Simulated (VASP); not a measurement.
A run of VASP 6.6.1 is set up as follows.

POSCAR

```
BP
1.0
    0.0000000000      2.2683155501      2.2683155501
    2.2683155501      0.0000000000      2.2683155501
    2.2683155501      2.2683155501      0.0000000000
B P
1 1
Direct
    0.0000000000      0.0000000000      0.0000000000
    0.2500000000      0.2500000000      0.2500000000
```

INCAR.step1

```
SYSTEM = BP
PREC = Accurate
ENCUT = 1000
EDIFF = 1E-5
ISMEAR = 0
SIGMA = 0.01
LREAL = .False.
LASPH = .True.
NELM = 120
ALGO = Normal
ISIF = 2
LWAVE = .True.
LCHARG = .False.
GGA = PE
NBANDS = 11
GGA_COMPAT = .False.
```

INCAR.step2

```
SYSTEM = BP
PREC = Accurate
ENCUT = 1000
EDIFF = 1E-6
ISMEAR = 0
SIGMA = 0.01
LREAL = .False.
LASPH = .True.
NELM = 120
ALGO = Normal
ISIF = 2
LWAVE = .False.
LCHARG = .False.
GGA = PE
LHFCALC = .True.
AEXX = 0.75
HFSCREEN = 0.3
PRECFOCK = Normal
ISTART = 1
NBANDS = 11
GGA_COMPAT = .False.
```

File KPOINTS:

```
Automatic mesh
0
Gamma
  4 4 4
  0 0 0
```

Potentials or basis: VASP PAW PBE potentials, release 64 (B_h, P).

The run is started by

```console
$ cat potpaw_PBE.64/B_h/POTCAR potpaw_PBE.64/P/POTCAR > POTCAR
$ cp INCAR.step1 INCAR
$ mpirun -np 1 vasp_std > vasp.out
$ cp INCAR.step2 INCAR
$ mpirun -np 1 vasp_std > vasp.out
```

Predict the pressure.

-5.9 GPa.

What does it give for the band gap on the k mesh?

3.19 eV (least direct gap 5.88 eV).

Caveat: the k points lie up to 0.60 Å⁻¹ apart; the PAW data sets were made with another functional, which shifts forces and pressure a little. A k mesh can miss the band edges.
